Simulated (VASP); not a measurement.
Input of a VASP 6.6.1 run:

File INCAR:

```
PREC = Accurate ; ENCUT = 520
EDIFF = 1E-6 ; ISMEAR = 0
SIGMA = 0.05 ; LREAL = F
LASPH = T ; NELM = 80
ALGO = Normal ; ISIF = 2
LWAVE = F ; LCHARG = F
LDIPOL = T ; IDIPOL = 3
DIPOL = 0.5 0.5 0.412 ; GGA = PE
IVDW = 12 ; NBANDS = 48
```

Contents of KPOINTS:

```
regular mesh
0
Gamma
  9 9 1
```

The input POSCAR:

```
InSe
1.0
    4.0266104108      0.0000000000      0.0000000000
   -2.0133052054      3.4871469069      0.0000000000
    0.0000000000      0.0000000000     28.2707105452
Se In
4 4
Direct
    0.0000000000      0.0000000000      0.1591753413
    0.0000000000      0.0000000000      0.3496677332
    0.4444444444      0.2222222222      0.4738244994
    0.4444444444      0.2222222222      0.6643168913
    0.6666666667      0.3333333333      0.2049979888
    0.6666666667      0.3333333333      0.3038451603
   -0.2222222222     -0.1111111111      0.5196471469
   -0.2222222222     -0.1111111111      0.6184943184
```

Potentials or basis: VASP PAW PBE potentials, release 64 (Se, In_d).

The run is started by

```bash
$ cat potpaw_PBE.64/Se/POTCAR potpaw_PBE.64/In_d/POTCAR > POTCAR
$ mpirun -np 1 vasp_std > vasp.out
```

Task: Estimate the largest force.

Result: 0.062 eV/Å.

Task: What does it give for the dispersion energy per atom?

Result: -0.249 eV.

Task: Estimate the band gap on the k mesh.

Result: 1.20 eV (least direct gap 1.24 eV).

Forces on the atoms (eV/Å):
```
Se  -0.001  0.000 -0.012
Se  -0.025 -0.015  0.055
Se   0.025  0.015 -0.055
Se   0.001  0.000  0.012
In  -0.002 -0.001  0.014
In   0.000  0.000  0.016
In   0.000  0.000 -0.016
In   0.002  0.001 -0.014
```

Caveat: the cell differs from its parent crystal (layers slid over each other); spin-orbit coupling is left out, which moves the levels of the heavy elements.
